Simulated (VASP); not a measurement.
Write the native input for VASP 6.6.1 that does the following.

```yaml
Task: single point
Functional: PBE
Dispersion: D3(BJ)
Potentials_or_basis: VASP PAW PBE potentials, release 64 (C, H, Cl)
Cutoff: 520 eV
k_mesh: 1 × 1 × 1
Occupations: fermi-dirac, width 0.02 eV
Spin: no spin polarisation
Dipole_correction: no
Further_INCAR_settings: LREAL = Auto; ALGO = Normal; EDIFF = 1e-07; NBANDS = 48
```

The structure of H5C2Cl lies in POSCAR:

```
H5C2Cl
1.0
    6.9285810000      0.0000000000      0.0000000000
    0.0000000000      6.9285810000      0.0000000000
    0.0000000000      0.0000000000      6.9285810000
C H Cl
6 15 3
Direct
    0.9063039026      0.0946081167      0.1780884138
    0.8374009050     -0.0455793185      0.0626823876
    0.1833131488      0.2321110196      0.7326752765
    0.2954428908      0.0808390636      0.7592463738
    0.7546278235      0.7123969540      0.5385085344
    0.6129393594      0.7243763189      0.6755351493
    0.8629472615      0.1029936722      0.3255789317
    1.0121408698      0.1936615881      0.1143379864
    0.7120649957     -0.1238348805      0.0953874971
    0.8979039142     -0.0639957879     -0.0798864876
    0.0247381102      0.2431955403      0.7599824553
    0.2380285372      0.3692963971      0.6943701748
    0.2353007059     -0.0520741549      0.8229968012
    0.4419519668      0.1070349037      0.7111845845
    0.8980626769      0.7526793726      0.5927043359
    0.7377989808      0.6571764117      0.3779850448
    0.6548382706      0.7712690376      0.8149720700
    0.4646838941      0.6725475245      0.6716382474
    0.2861769243      0.6729805136      0.3920138914
   -0.0777215421      0.6199249168      1.0146522066
    0.7172897308      0.3214366694      0.0665792895
    0.3326943858      0.8297802970      0.3040016419
    0.0938576023      0.6411558153      0.9481162160
    0.5885332076      0.4441313452      0.0269896534
```

One way to write it, as run:

INCAR

```
SYSTEM = H5C2Cl
  PREC = Accurate
  ENCUT = 520
  EDIFF = 1E-7
  ISMEAR = -1
  SIGMA = 0.02
  LREAL = Auto
  LASPH = .True.
  NELM = 80
  ALGO = Normal
  ISIF = 2
  LWAVE = .False.
  LCHARG = .True.
  GGA = PE
  IVDW = 12
  LELF = .True.
  LVHAR = .True.
  NBANDS = 48
```

KPOINTS

```
regular mesh
0
Gamma
  1 1 1
  0 0 0
```

Potentials or basis: VASP PAW PBE potentials, release 64 (C, H, Cl).

Command:

```sh
$ cat potpaw_PBE.64/C/POTCAR potpaw_PBE.64/H/POTCAR potpaw_PBE.64/Cl/POTCAR > POTCAR
$ mpirun -np 1 vasp_gam > vasp.out
```

Results of the run:

```
Pressure                   : 1.3 GPa
Largest force              : 2.511 eV/Å
Band gap on the k mesh     : 4.44 eV
Dispersion energy per atom : -0.054 eV
```

Caveat: the k points lie up to 0.91 Å⁻¹ apart.

It took 60 s on 1 thread of Intel(R) Xeon(R) Platinum 8259CL CPU @ 2.50GHz (Skylake/Cascade Lake), on a shared host, peak memory 0.4 GiB.
